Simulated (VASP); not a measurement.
Fe:

```xyz
1
Lattice="-1.4430 1.4430 1.4430 1.4430 -1.4430 1.4430 1.4430 1.4430 -1.4430" Properties=species:S:1:pos:R:3 pbc="T T T"
Fe    0.0000    0.0000    0.0000
```

| Item | Value |
| --- | --- |
| Program | VASP 6.6.1 |
| Task | relaxation of volume and atoms at fixed shape |
| Functional | PBEsol |
| Potentials or basis | VASP PAW PBE potentials, release 64 (Fe) |
| Cutoff | 600 eV |
| k mesh | 11 × 11 × 11 |
| Occupations | fermi-dirac, width 0.05 eV |
| Spin | collinear spin, ferromagnetic start |
| Starting moments | [3.5] μB |

At the start: pressure -17.8 GPa; volume 12.02 Å³/atom.

How do energy, volume and symmetry change on relaxing?

Over 3 steps the energy falls by 68.0 meV/atom and the volume is 10.90 Å³/atom (-9.3 %); space group Im-3m (No. 229, to 0.05 Å); moment 2.21 μB per cell.

Step by step:
| step | energy change (eV) | largest force (eV/Å) | pressure (GPa) | volume (Å³) |
| --- | --- | --- | --- | --- |
| 1 | 0.0000 | 0.0000 | -17.85 | 12.02 |
| 2 | 0.0082 | 0.0000 | 25.01 | 9.84 |
| 3 | -0.0680 | 0.0000 | 0.40 | 10.90 |

Final structure:
```
Fe
1.0
    -1.39687    1.39687    1.39687
     1.39687   -1.39687    1.39687
     1.39687    1.39687   -1.39687
Fe
1
Direct
  0.00000 0.00000 0.00000
```

Caveat: the PAW data sets were made with another functional, which shifts forces and pressure a little.
